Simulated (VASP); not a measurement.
A run of VASP 6.6.1 is set up as follows.

File POSCAR:

```
Ge
1.0
    2.8377577931      2.8377577931      0.0000000000
   -2.8377577931      2.8377577931      0.0000000000
    0.0000000000      2.8377577931      2.8377577931
Ge
2
Direct
    0.5000000000      0.5000000000      0.0000000000
    0.7500000000      0.2500000000      0.5000000000
```

Contents of INCAR.step1:

```
SYSTEM = Ge
PREC = Accurate ; ENCUT = 520
ISMEAR = -1 ; SIGMA = 0.1
LREAL = .False. ; LASPH = .True.
NELM = 60 ; NBANDS = 21
GGA = PE ; ALGO = Normal
EDIFF = 1E-4 ; LWAVE = .True.
LCHARG = .False.
```

Contents of INCAR.step2:

```
SYSTEM = Ge
PREC = Accurate ; ENCUT = 520
EDIFF = 1E-7 ; ISMEAR = -1
SIGMA = 0.1 ; LREAL = .False.
LASPH = .True. ; NELM = 60
ALGO = Normal ; ISIF = 2
LWAVE = .False. ; LCHARG = .True.
METAGGA = R2SCAN ; LMIXTAU = .True.
LELF = .True. ; LVHAR = .True.
NBANDS = 21 ; ISTART = 1
```

Contents of KPOINTS:

```
Automatic mesh
0
Gamma
  12 12 12
  0 0 0
```

Potentials or basis: VASP PAW PBE potentials, release 64 (Ge_d).

Run with:

```sh
$ cat potpaw_PBE.64/Ge_d/POTCAR > POTCAR
$ cp INCAR.step1 INCAR
$ mpirun -np 1 vasp_std > vasp.out
$ cp INCAR.step2 INCAR
$ mpirun -np 1 vasp_std > vasp.out
```

Q: Estimate the pressure.

A: 0.0 GPa.

Q: Predict the band gap on the k mesh.

A: 0.31 eV, direct.

Caveat: the PAW data sets were made with another functional, which shifts forces and pressure a little. A k mesh can miss the band edges.
